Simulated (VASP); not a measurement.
A run of VASP 6.6.1 is set up as follows.

The input POSCAR:

```
HfO2
1.0
    4.6127286449      0.0000000000      0.0000000000
    0.0000000000      4.6127286449      0.0000000000
    0.0000000000      0.0000000000      3.0717026076
Hf O
2 4
Direct
    0.0000000000      0.0000000000      0.0000000000
    0.5000000000      0.5000000000      0.5000000000
    0.1949600000      0.8050400000      0.5000000000
    0.3050400000      0.3050400000      0.0000000000
    0.6949600000      0.6949600000      0.0000000000
    0.8050400000      0.1949600000      0.5000000000
```

INCAR.step1

```
SYSTEM = HfO2
  PREC = Accurate
  ENCUT = 520
  ISMEAR = 0
  SIGMA = 0.01
  LREAL = .False.
  LASPH = .True.
  NELM = 80
  NBANDS = 31
  GGA = PE
  ALGO = Normal
  EDIFF = 1E-4
  LWAVE = .True.
  LCHARG = .False.
```

INCAR.step2

```
SYSTEM = HfO2
  PREC = Accurate
  ENCUT = 520
  EDIFF = 1E-7
  ISMEAR = 0
  SIGMA = 0.01
  LREAL = .False.
  LASPH = .True.
  NELM = 80
  ALGO = Normal
  ISIF = 2
  LWAVE = .False.
  LCHARG = .False.
  METAGGA = R2SCAN
  LMIXTAU = .True.
  NBANDS = 31
  ISTART = 1
```

File KPOINTS:

```
Automatic mesh
0
Gamma
  4 4 6
  0 0 0
```

Potentials or basis: VASP PAW PBE potentials, release 64 (Hf_pv, O).

Command:

```sh
$ cat potpaw_PBE.64/Hf_pv/POTCAR potpaw_PBE.64/O/POTCAR > POTCAR
$ cp INCAR.step1 INCAR
$ mpirun -np 1 vasp_std > vasp.out
$ cp INCAR.step2 INCAR
$ mpirun -np 1 vasp_std > vasp.out
```

Question: What does it give for the band gap on the k mesh?

Answer: 5.06 eV, direct.

Question: Predict the largest force.

Answer: 0.488 eV/Å.

Question: What does it give for the pressure?

Answer: 41.1 GPa.

Stress tensor (GPa, compression positive):
```
37.42  0.00  0.00
 0.00 37.42  0.00
 0.00  0.00 48.53
```

Caveat: the PAW data sets were made with another functional, which shifts forces and pressure a little; spin-orbit coupling is left out, which moves the levels of the heavy elements. r2SCAN opens gaps a little over a GGA but as a rule still falls short of measured ones.
